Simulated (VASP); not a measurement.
Write the native input for VASP 6.6.1 that does the following.

```yaml
Task: single point
Functional: PBE
Potentials_or_basis: VASP PAW PBE potentials, release 64 (B, N)
Cutoff: 520 eV
k_mesh: 12 × 12 × 4
Occupations: gaussian, width 0.05 eV
Spin: no spin polarisation
Dipole_correction: no
Further_INCAR_settings: ALGO = Normal; EDIFF = 1e-06; NBANDS = 16
```

The structure of BN lies in POSCAR:

```
BN
1.0
    2.5121751215      0.0000000000      0.0000000000
   -1.2560875608      2.1756074740      0.0244755841
    0.0000000000      0.0938665238      8.3436910039
B N
2 2
Direct
    0.3333333333      0.6666666667      0.2500000000
    0.6666666667      0.3333333333      0.7500000000
    0.3333333333      0.6666666667      0.7500000000
    0.6666666667      0.3333333333      0.2500000000
```

This cell differs from its parent crystal: strain +0.0225 x Voigt [0, 0, 0, 1, 0, 0].

These files were run (other wordings do the same):

INCAR

```
SYSTEM = BN
PREC = Accurate
ENCUT = 520
EDIFF = 1E-6
ISMEAR = 0
SIGMA = 0.05
LREAL = .False.
LASPH = .True.
NELM = 60
ALGO = Normal
ISIF = 2
LWAVE = .False.
LCHARG = .True.
GGA = PE
LELF = .True.
LVHAR = .True.
NBANDS = 16
```

KPOINTS

```
Automatic mesh
0
Gamma
  12 12 4
  0 0 0
```

Potentials or basis: VASP PAW PBE potentials, release 64 (B, N).

Run with:

```console
$ cat potpaw_PBE.64/B/POTCAR potpaw_PBE.64/N/POTCAR > POTCAR
$ mpirun -np 1 vasp_std > vasp.out
```

Results of the run:

```yaml
Pressure: 0.0 GPa
Band_gap_on_the_k_mesh: 4.39 eV, indirect (least direct gap 4.62 eV)
```

Caveat: the cell differs from its parent crystal (strain +0.0225 x Voigt [0, 0, 0, 1, 0, 0]); this functional lacks dispersion, which binds the layers, so the pressure and a relaxed spacing across them are unreliable.

Wall time 100 s on 1 thread of Intel(R) Xeon(R) Platinum 8488C (Sapphire Rapids), with other jobs on the host, peak memory 0.23 GiB.
